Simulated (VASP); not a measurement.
NaCl: single point with PBE

Crystal: NaCl.

```
CELL_PARAMETERS angstrom
0.00000 0.00000 3.74619
1.99344 -3.63920 0.00000
5.98033 3.63920 0.00000
ATOMIC_POSITIONS crystal
Na 0.50000 0.25000 0.25000
Na 0.50000 0.75000 0.75000
Cl 0.00000 0.00000 0.00000
Cl 0.00000 0.50000 0.50000
```

* Program: VASP 6.6.1
* Task: single point
* Functional: PBE
* Potentials or basis: VASP PAW PBE potentials, release 64 (Na_pv, Cl)
* Cutoff: 520 eV
* k mesh: 4 × 4 × 2
* Occupations: gaussian, width 0.1 eV
* Spin: no spin polarisation
* Dipole correction: no
* Further INCAR settings: ALGO = Normal; EDIFF = 1e-07; NBANDS = 22

```json
{"Pressure": "0.0 GPa", "Band gap on the k mesh": "4.15 eV"}
```

Levels at points of the mesh, in eV from the valence-band top:
| k point | band 11 | band 12 | band 13 | band 14 | band 15 | band 16 | band 17 | band 18 |
| --- | --- | --- | --- | --- | --- | --- | --- | --- |
| (0.00, 0.00, 0.00) | -0.45 | -0.32 | -0.23 | -0.17 | 4.15 | 6.54 | 8.46 | 8.95 |
| (0.50, 0.00, 0.00) | -1.43 | -0.38 | -0.27 | 0.00 | 6.59 | 7.17 | 7.61 | 8.86 |
| (0.00, 0.50, 0.00) | -0.96 | -0.96 | -0.21 | -0.21 | 7.01 | 7.01 | 8.47 | 8.47 |
| (0.50, 0.50, 0.00) | -1.06 | -1.06 | -0.66 | -0.66 | 6.64 | 6.64 | 8.76 | 8.76 |
| (0.00, 0.00, 0.50) | -0.37 | -0.37 | -0.28 | -0.28 | 5.40 | 5.40 | 8.94 | 8.94 |
| (0.50, 0.00, 0.50) | -0.94 | -0.94 | -0.16 | -0.16 | 7.09 | 7.09 | 8.54 | 8.54 |
| (0.00, 0.50, 0.50) | -0.66 | -0.53 | -0.23 | -0.18 | 6.54 | 6.88 | 7.87 | 8.46 |
| (0.50, 0.50, 0.50) | -1.43 | -1.06 | -0.56 | -0.27 | 6.11 | 6.59 | 8.58 | 8.86 |

Wall time 28 s on 1 thread of Intel Xeon 6975P-C (shared host), peak memory 0.21 GiB.

Caveat: the k points lie up to 0.45 Å⁻¹ apart. A k mesh can miss the band edges.
